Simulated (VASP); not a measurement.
A run of VASP 6.6.1:

The input INCAR:

```
SYSTEM = LaSc2F
PREC = Accurate
ENCUT = 600
EDIFF = 1E-6
ISMEAR = 0
SIGMA = 0.1
LREAL = .False.
LASPH = .True.
NELM = 80
ALGO = Normal
ISIF = 3
LWAVE = .False.
LCHARG = .False.
GGA = PE
IBRION = 2
NSW = 90
EDIFFG = -0.04
```

KPOINTS

```
regular mesh
0
Gamma
  4 4 4
  0 0 0
```

Contents of POSCAR:

```
LaSc2F
1.0
    3.9334405400      0.0000000000      0.0000000000
    0.0000000000      3.9334405400      0.0000000000
    0.0000000000      0.0000000000      5.3462919300
La Sc F
1 2 1
Direct
    0.5000000000      0.5000000000      0.5000000000
    0.0000000000      0.0000000000      0.5000000000
    0.5000000000      0.5000000000      0.0000000000
    0.0000000000      0.0000000000      0.0000000000
```

Potentials or basis: VASP PAW PBE potentials, release 64 (La, Sc_sv, F).

Launch:

```bash
$ cat potpaw_PBE.64/La/POTCAR potpaw_PBE.64/Sc_sv/POTCAR potpaw_PBE.64/F/POTCAR > POTCAR
$ mpirun -np 1 vasp_std > vasp.out
```

Hardware: 1 thread of Intel Xeon 8259CL, with other jobs on the host.

**Question.** How long does it take, and how much memory?

**Answer.** Wall time 7 min on 1 thread of Intel Xeon 8259CL (shared host), peak memory 0.26 GiB. Counts: scf iterations 67, k points 18, ion steps 6.
